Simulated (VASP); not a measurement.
Here is a VASP 6.6.1 calculation.

INCAR

```
ALGO     = Normal         # electronic algorithm
EDIFF    = 1E-6           # SCF threshold, eV
ENCUT    = 700            # plane-wave cutoff, eV
GGA      = PS             # functional
GGA_COMPAT= F            
ISIF     = 2              # what is computed and relaxed
ISMEAR   = -1             # smearing method
ISYM     = -1           
LASPH    = T              # aspherical terms in the spheres
LCHARG   = F              # write CHGCAR
LREAL    = Auto         
LWAVE    = F              # write WAVECAR
NBANDS   = 354            # bands
NELM     = 120            # most SCF steps
PREC     = Accurate       # precision mode
SIGMA    = 0.05           # smearing width, eV
```

File KPOINTS:

```
explicit points
1
Reciprocal
  0.25000000   0.25000000   0.25000000 1
```

File POSCAR:

```
SnO2
1.0
    9.5380920000      0.0000000000      0.0000000000
    0.0000000000      9.5380920000      0.0000000000
    0.0000000000      0.0000000000      9.6363030000
Sn O
24 48
Direct
    0.0000000000      0.0000000000      0.0000000000
    0.0000000000      0.0000000000      0.3333330000
    0.0000000000      0.0000000000      0.6666670000
    0.0000000000      0.5000000000      0.0000000000
    0.0000000000      0.5000000000      0.3333330000
    0.0000000000      0.5000000000      0.6666670000
    0.5000000000      0.0000000000      0.0000000000
    0.5000000000      0.0000000000      0.3333330000
    0.5000000000      0.0000000000      0.6666670000
    0.5000000000      0.5000000000      0.0000000000
    0.5000000000      0.5000000000      0.3333330000
    0.5000000000      0.5000000000      0.6666670000
    0.2500000000      0.2500000000      0.1666670000
    0.2500000000      0.2500000000      0.5000000000
    0.2500000000      0.2500000000      0.8333330000
    0.2500000000      0.7500000000      0.1666670000
    0.2500000000      0.7500000000      0.5000000000
    0.2500000000      0.7500000000      0.8333330000
    0.7500000000      0.2500000000      0.1666670000
    0.7500000000      0.2500000000      0.5000000000
    0.7500000000      0.2500000000      0.8333330000
    0.7500000000      0.7500000000      0.1666670000
    0.7500000000      0.7500000000      0.5000000000
    0.7500000000      0.7500000000      0.8333330000
    0.1531370000      0.1531370000      0.0000000000
    0.1531370000      0.1531370000      0.3333330000
    0.1531370000      0.1531370000      0.6666670000
    0.1531370000      0.6531370000      0.0000000000
    0.1531370000      0.6531370000      0.3333330000
    0.1531370000      0.6531370000      0.6666670000
    0.6531370000      0.1531370000      0.0000000000
    0.6531370000      0.1531370000      0.3333330000
    0.6531370000      0.1531370000      0.6666670000
    0.6531370000      0.6531370000      0.0000000000
    0.6531370000      0.6531370000      0.3333330000
    0.6531370000      0.6531370000      0.6666670000
    0.3468630000      0.3468630000      0.0000000000
    0.3468630000      0.3468630000      0.3333330000
    0.3468630000      0.3468630000      0.6666670000
    0.3468630000      0.8468630000      0.0000000000
    0.3468630000      0.8468630000      0.3333330000
    0.3468630000      0.8468630000      0.6666670000
    0.8468630000      0.3468630000      0.0000000000
    0.8468630000      0.3468630000      0.3333330000
    0.8468630000      0.3468630000      0.6666670000
    0.8468630000      0.8468630000      0.0000000000
    0.8468630000      0.8468630000      0.3333330000
    0.8468630000      0.8468630000      0.6666670000
    0.0968630000      0.4031370000      0.1666670000
    0.0968630000      0.4031370000      0.5000000000
    0.0968630000      0.4031370000      0.8333330000
    0.0968630000      0.9031370000      0.1666670000
    0.0968630000      0.9031370000      0.5000000000
    0.0968630000      0.9031370000      0.8333330000
    0.5968630000      0.4031370000      0.1666670000
    0.5968630000      0.4031370000      0.5000000000
    0.5968630000      0.4031370000      0.8333330000
    0.5968630000      0.9031370000      0.1666670000
    0.5968630000      0.9031370000      0.5000000000
    0.5968630000      0.9031370000      0.8333330000
    0.4031370000      0.0968630000      0.1666670000
    0.4031370000      0.0968630000      0.5000000000
    0.4031370000      0.0968630000      0.8333330000
    0.4031370000      0.5968630000      0.1666670000
    0.4031370000      0.5968630000      0.5000000000
    0.4031370000      0.5968630000      0.8333330000
    0.9031370000      0.0968630000      0.1666670000
    0.9031370000      0.0968630000      0.5000000000
    0.9031370000      0.0968630000      0.8333330000
    0.9031370000      0.5968630000      0.1666670000
    0.9031370000      0.5968630000      0.5000000000
    0.9031370000      0.5968630000      0.8333330000
```

Potentials or basis: VASP PAW PBE potentials, release 64 (Sn_d, O).

Run with:

```console
$ cat potpaw_PBE.64/Sn_d/POTCAR potpaw_PBE.64/O/POTCAR > POTCAR
$ mpirun -np 1 vasp_std > vasp.out
```

(1) Estimate the band gap on the k mesh.

(2) What does it give for the pressure?

Results:

(1) 2.22 eV.

(2) 0.5 GPa.

Caveat: the PAW data sets were made with another functional, which shifts forces and pressure a little; spin-orbit coupling is left out, which moves the levels of the heavy elements; a shifted mesh leaves out Γ, where band edges can lie.
